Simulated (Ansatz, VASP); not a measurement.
## Ta2N in VASP and in Ansatz

INCAR

```
SYSTEM = Ta2N
PREC = Accurate
ENCUT = 600
EDIFF = 1E-6
ISMEAR = 0
SIGMA = 0.1
LREAL = .FALSE.
LASPH = .TRUE.
NELM = 80
ALGO = Normal
ISIF = 3
LWAVE = .FALSE.
LCHARG = .FALSE.
GGA = PE
IBRION = 2
NSW = 90
EDIFFG = -0.04
```

Contents of KPOINTS:

```
regular mesh
0
G
  4 4 4
  0 0 0
```

Contents of POSCAR:

```
Ta2N
1.0
    3.3463698700     -3.6737974500      0.0000000000
    3.3463698700      3.6737974500      0.0000000000
    0.0000000000      0.0000000000      4.1927281400
Ta N
4 2
Direct
    0.6684075900      0.3315924100      0.0000000000
    0.3315924100      0.6684075900      0.0000000000
    0.1424073900      0.1424073900      0.0000000000
    0.8575926100      0.8575926100      0.0000000000
    0.0000000000      0.0000000000      0.2416028500
    0.0000000000      0.0000000000      0.7583971500
```

Input for Ansatz:

```yaml
crystal:
  lattice:
    - [3.34636987, -3.67379745, 0.0]
    - [3.34636987, 3.67379745, 0.0]
    - [0.0, 0.0, 4.19272814]
  atoms:
    - { symbol: Ta, position: [0.66840759, 0.33159241, 0.0] }
    - { symbol: Ta, position: [0.33159241, 0.66840759, 0.0] }
    - { symbol: Ta, position: [0.14240739, 0.14240739, 0.0] }
    - { symbol: Ta, position: [0.85759261, 0.85759261, 0.0] }
    - { symbol: "N", position: [0.0, 0.0, 0.24160285] }
    - { symbol: "N", position: [0.0, 0.0, 0.75839715] }
basis:
  ecutwfc: 420
kpoints:
  mp_grid: { grid: [4, 4, 4] }
hamiltonian:
  xc: pbe
scf:
  occupations: { method: gaussian, width: 0.1 }
  lower_state_search: "off"
output:
  forces: true
  stress: true
  eigenvalues: true
relax:
  adjacent_minimum: "off"
  f_tol: 0.04
  max_steps: 70
  cell: { stress_tol: 0.4 }
```

Alike in both runs: task relaxation of cell and atoms; functional PBE; k mesh 4 × 4 × 4; occupations gaussian, width 0.1 eV; no spin polarisation.

```csv
,VASP,Ansatz
version,VASP 6.6.1,Ansatz 0.2.0
potentials or method,"VASP PAW PBE potentials, release 64 (Ta_pv, N), cutoff 600 eV","scalar-relativistic, plane waves, PAW"
valence electrons in the cell,54,62
```

```tsv
	VASP	Ansatz	Ansatz less VASP
gap on the k mesh at the Fermi level, each at its own relaxed structure (eV)	none	none	-
relaxed volume (Å³/atom)	17.67	16.76	-0.905
relaxed length of the cell vector where the two differ most in proportion (Å)	3.430	3.364	-0.0663
```

A gap of «none» marks a metal or a gap that the smearing closes. One of these differences is far larger than is usual between the two programs; its cause wasn't traced. VASP's potentials hold 54 valence electrons a cell and Ansatz's 62, so a difference there can come from the potentials and not from the codes.

The k mesh is coarse, so the values compare programs but aren't converged. Neither program's run includes spin-orbit coupling.
